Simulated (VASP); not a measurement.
A run of VASP 6.6.1 is set up as follows.

The input INCAR:

```
ALGO = Normal
EDIFF = 1E-6
ENCUT = 520
GGA = PE
ISIF = 2
ISMEAR = 0
LASPH = True
LCHARG = False
LREAL = False
LWAVE = False
NBANDS = 39
NELM = 100
PREC = Accurate
SIGMA = 0.1
```

The input KPOINTS:

```
k-points
0
Gamma
  10 10 10
```

Contents of POSCAR:

```
ZnGe2N4
1.0
   -1.7648764998      4.5520086574      2.5245996052
    1.7648764998     -4.5520086574      2.5245996052
    1.7648764998      4.5520086574     -2.5245996052
Zn Ge N
1 2 4
Direct
    0.0105311918      0.0105311918      0.0000000000
    0.6576147485      0.4788894418      0.1787253067
    0.3001641351      0.4788894418      0.8212746933
    0.0604294882      0.8605497135      0.1998797748
    0.3892952513      0.0730764539      0.6837812026
    0.3892952513      0.7055140487      0.3162187974
    0.6606699387      0.8605497135      0.8001202252
```

Potentials or basis: VASP PAW PBE potentials, release 64 (Zn, Ge_d, N).

Run with:

```sh
$ cat potpaw_PBE.64/Zn/POTCAR potpaw_PBE.64/Ge_d/POTCAR potpaw_PBE.64/N/POTCAR > POTCAR
$ mpirun -np 1 vasp_std > vasp.out
```

Problem. Predict the band gap on the k mesh.

Solution. Zero (bands 30 and 31 overlap by 0.73 eV).

Problem. Estimate the pressure.

Solution. 0.2 GPa.

Problem. Estimate the largest force.

Solution. 0.097 eV/Å.

Stress tensor (GPa, compression positive):
```
0.32 0.00 0.00
0.00 0.25 0.00
0.00 0.00 0.02
```
